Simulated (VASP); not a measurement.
# Ti2Co (Fd-3m) in VASP: a series of runs, part 2 of 2

VASP 6.6.1. Earlier steps stand in the parts before.

### 3 Single point, PBEsol, collinear spin, ferromagnetic start (equal strain along all axes, cell held: -3.0 %)

File INCAR:

```
SYSTEM = Ti2Co
PREC     = Accurate       ! precision mode
ENCUT    = 520            ! plane-wave cutoff, eV
EDIFF    = 1E-7           ! SCF threshold, eV
ISMEAR   = 0              ! smearing method
SIGMA    = 0.1            ! smearing width, eV
LREAL    = .FALSE.        ! projectors in reciprocal space
LASPH    = .TRUE.         ! aspherical terms in the spheres
NELM     = 150            ! most SCF steps
ALGO     = Normal         ! electronic algorithm
ISIF     = 2              ! what is computed and relaxed
LWAVE    = .FALSE.        ! write WAVECAR
LCHARG   = .TRUE.         ! write CHGCAR
ISPIN    = 2              ! spin polarisation
MAGMOM   = 0 0 0 0 1.11 1.11 ! initial moments
LORBIT   = 11             ! projections on sites
LMAXMIX  = 4              ! l up to which the mixer works
GGA      = PS             ! functional
LELF     = .TRUE.         ! ELF
LVHAR    = .TRUE.       
NBANDS   = 46             ! bands
```

File KPOINTS:

```
regular mesh
0
G
  10 10 10
  0 0 0
```

File POSCAR:

```
Ti2Co
1.0
    0.0000000000      3.3848277204      3.3848277204
    3.3848277204      0.0000000000      3.3848277204
    3.3848277204      3.3848277204      0.0000000000
Ti Co
4 2
Direct
    0.1250000000      0.1250000000      0.1250000000
    0.6250000000      0.1250000000      0.1250000000
    0.1250000000      0.1250000000      0.6250000000
    0.1250000000      0.6250000000      0.1250000000
    0.5000000000      0.5000000000      0.5000000000
    0.7500000000      0.7500000000      0.7500000000
```

Potentials or basis: VASP PAW PBE potentials, release 64 (Ti_sv, Co).

On the command line:

```bash
$ cat potpaw_PBE.64/Ti_sv/POTCAR potpaw_PBE.64/Co/POTCAR > POTCAR
$ mpirun -np 1 vasp_std > vasp.out
```

Wall time 12 min (1 thread of Intel Xeon 8259CL, shared host); peak memory 0.4 GiB.

The run converged. Its results:

```yaml
Free_energy: -45.9764 eV
Pressure: 12.8 GPa
Net_moment: 1.25 μB per cell
Site_moments: Ti +0.04; Co +0.58 μB
Valence_electrons_inside_the_program's_atomic_spheres: Ti 10.76; Co 8.09
```

Levels at points of the mesh, in eV from the Fermi level:
Spin up:
```csv
k point,band 32,band 33,band 34,band 35,band 36,band 37
"(0.00, 0.00, 0.00)",-0.14,-0.14,-0.14,-0.09,-0.09,3.94
"(0.50, 0.00, 0.00)",-0.57,-0.13,-0.13,0.92,0.92,1.07
"(0.50, 0.50, 0.00)",-0.60,0.29,0.29,0.51,0.51,1.54
```
Spin down:
```
           k point  band 28  band 29  band 30  band 31  band 32  band 33  band 34  band 35  band 36  band 37
(0.00, 0.00, 0.00)    -0.90    -0.79    -0.79    -0.79     0.20     0.20     0.23     0.23     0.23     3.92
(0.50, 0.00, 0.00)    -0.53    -0.43    -0.40    -0.40    -0.13    -0.10    -0.10     1.13     1.23     1.23
(0.50, 0.50, 0.00)    -1.10    -0.60    -0.60    -0.11    -0.11     0.43     0.43     0.88     0.88     1.62
```

Caveat: the cell differs from its parent crystal (equal strain along all axes, cell held: -3.0 %); the cell stands under pressure; the PAW data sets were made with another functional, which shifts forces and pressure a little.

### 4 Single point, PBEsol, collinear spin, ferromagnetic start

File INCAR:

```
  ALGO = Normal
  EDIFF = 1E-6
  ENCUT = 600
  GGA = PS
  GGA_COMPAT = False
  ISIF = 2
  ISMEAR = 0
  ISPIN = 2
  LASPH = True
  LCHARG = False
  LMAXMIX = 4
  LORBIT = 11
  LREAL = False
  LWAVE = False
  MAGMOM = 0 0 0 0 1.11 1.11
  NBANDS = 46
  NELM = 200
  PREC = Accurate
  SIGMA = 0.1
```

File KPOINTS:

```
k-points
0
Gamma
  10 10 10
```

Edit POSCAR of step 3 so:

```diff
@@ -2,5 +2,5 @@
 1.0
-    0.0000000000      3.3848277204      3.3848277204
-    3.3848277204      0.0000000000      3.3848277204
-    3.3848277204      3.3848277204      0.0000000000
+    0.0000000000      3.4895132087      3.4895132087
+    3.4895132087      0.0000000000      3.4895132087
+    3.4895132087      3.4895132087      0.0000000000
 Ti Co
```

On the command line:

```bash
$ cat potpaw_PBE.64/Ti_sv/POTCAR potpaw_PBE.64/Co/POTCAR > POTCAR
$ mpirun -np 1 vasp_std > vasp.out
```

Wall time 17 min (1 thread of Oxide Virtual Turin-like, shared host); peak memory 0.47 GiB.

The run converged. Its results:

| Quantity | Value |
| --- | --- |
| Free energy | -46.2475 eV |
| Pressure | -0.3 GPa |
| Net moment | 1.83 μB per cell |
| Site moments | Ti +0.01; Co +0.97 μB |
| Valence electrons inside the program's atomic spheres | Ti 10.61; Co 7.96 |

Levels at points of the mesh, in eV from the Fermi level:
Spin up:
```
           k point  band 31  band 32  band 33  band 34  band 35  band 36  band 37  band 38
(0.00, 0.00, 0.00)    -1.28    -0.32    -0.32    -0.32    -0.15    -0.15     3.58     3.58
(0.50, 0.00, 0.00)    -0.55    -0.55    -0.15    -0.15     0.67     0.67     0.76     1.29
(0.50, 0.50, 0.00)    -0.74    -0.74     0.16     0.16     0.28     0.28     1.38     1.38
```
Spin down:
| k point | band 29 | band 30 | band 31 | band 32 | band 33 | band 34 | band 35 | band 36 |
| --- | --- | --- | --- | --- | --- | --- | --- | --- |
| (0.00, 0.00, 0.00) | -0.68 | -0.68 | -0.68 | 0.22 | 0.22 | 0.25 | 0.25 | 0.25 |
| (0.50, 0.00, 0.00) | -0.38 | -0.33 | -0.33 | -0.12 | -0.12 | -0.07 | 0.83 | 1.13 |
| (0.50, 0.50, 0.00) | -0.78 | -0.78 | -0.03 | -0.03 | 0.31 | 0.31 | 0.83 | 0.83 |

Caveat: the PAW data sets were made with another functional, which shifts forces and pressure a little.

### 5 The runs side by side

| cell | cutoff (eV) | gap on the mesh (eV) | pressure (GPa) | moment (μB) |
| --- | --- | --- | --- | --- |
| a = 4.935 Å, angles 60.0°, 6 atoms | 520 | none | -0.1 | 1.83 |
| a = 4.787 Å, angles 60.0°, 6 atoms | 520 | none | 12.8 | 1.25 |
| a = 4.935 Å, angles 60.0°, 6 atoms | 600 | none | -0.3 | 1.83 |

Alike in all rows: task single point; level PBEsol; potentials or basis VASP PAW PBE potentials, release 64 (Ti_sv, Co); spin collinear, ferromagnetic start; k mesh 10 × 10 × 10; smearing gaussian 0.1 eV.

Caveats: the PAW data sets were made with another functional, which shifts forces and pressure a little; the cell stands under pressure (at least some runs).

Total energies depend on the potentials used, so only differences within one code and one set of settings carry meaning.
